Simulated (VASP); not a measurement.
# Ru: single point with PBE

Ru:

```xyz
2
Lattice="2.7058 0.0000 0.0000 -1.3529 2.3433 0.0000 0.0000 0.0000 4.2819" Properties=species:S:1:pos:R:3 pbc="T T T"
Ru    1.3529    0.7811    3.2114
Ru    0.0000    1.5622    1.0705
```

```yaml
Program: VASP 6.6.1
Task: single point
Functional: PBE
Potentials_or_basis: VASP PAW PBE potentials, release 64 (Ru_pv)
Cutoff: 520 eV
k_mesh: 11 × 11 × 6
Occupations: gaussian, width 0.018 eV
Spin: no spin polarisation
Dipole_correction: no
Further_INCAR_settings: ALGO = Normal; EDIFF = 1e-06; NBANDS = 21
```

```json
{"Pressure": "4.4 GPa", "Band gap on the k mesh": "zero (band 14 reaches 14.34 eV, above the bottom of band 15 at 11.27 eV)"}
```

Levels at points of the mesh, in eV from the Fermi level:
```tsv
k point	band 10	band 11	band 12	band 13	band 14	band 15	band 16	band 17	band 18	band 19
(0.00, 0.00, 0.00)	-2.54	-2.37	-1.86	-1.86	-1.34	-1.34	1.24	1.24	1.35	10.34
(0.00, 0.00, 0.50)	-2.71	-2.71	-2.71	-2.66	-2.66	0.60	0.60	0.60	0.60	10.48
```

Wall time 14 s on 1 thread of Intel(R) Xeon(R) Platinum 8488C (Sapphire Rapids), on a shared host, peak memory 0.15 GiB.
